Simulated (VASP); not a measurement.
Li2Y2Sn: single point with PBE

Crystal: Li2Y2Sn.

```
Li Y Sn
1.0
     4.45530    0.00000    0.00000
    -2.22765    3.85841    0.00000
     0.00000    0.00000    9.08706
Li Y Sn
2 2 1
Direct
  0.33333 0.66667 0.00000
  0.66667 0.33333 0.00000
  0.00000 0.00000 0.31916
  0.00000 0.00000 0.68084
  0.00000 0.00000 0.00000
```

The cell was generated, and may not be a known phase.

| Quantity | Value |
| --- | --- |
| Program | VASP 6.6.1 |
| Task | single point |
| Functional | PBE |
| Potentials or basis | VASP PAW PBE potentials, release 64 (Li_sv, Y_sv, Sn_d) |
| Cutoff | 520 eV |
| k mesh | 5 × 5 × 2 |
| Occupations | gaussian, width 0.2 eV |
| Spin | no spin polarisation |
| Dipole correction | no |
| Further INCAR settings | ALGO = Normal; EDIFF = 1e-07; NBANDS = 29 |

```
Largest force          : 0.018 eV/Å
Band gap on the k mesh : zero (bands 21 and 22 overlap by 0.38 eV)
```

Forces in eV/Å, atoms in the order of the input:
```
Li   0.000  0.000  0.000
Li   0.000  0.000  0.000
Y    0.000  0.000 -0.018
Y    0.000  0.000  0.018
Sn   0.000  0.000  0.000
```

Levels at points of the mesh, in eV from the Fermi level:
```
           k point  band 19  band 20  band 21  band 22  band 23  band 24
(0.00, 0.00, 0.00)    -0.27     0.02     0.10     0.10     1.07     1.07
(0.00, 0.00, 0.50)    -1.17     0.07     0.31     0.31     1.16     1.16
```

It took 33 s on 1 thread of Intel(R) Xeon(R) 6975P-C (Granite Rapids) (shared host), peak memory 0.3 GiB.

Caveat: spin-orbit coupling is left out, which moves the levels of the heavy elements.
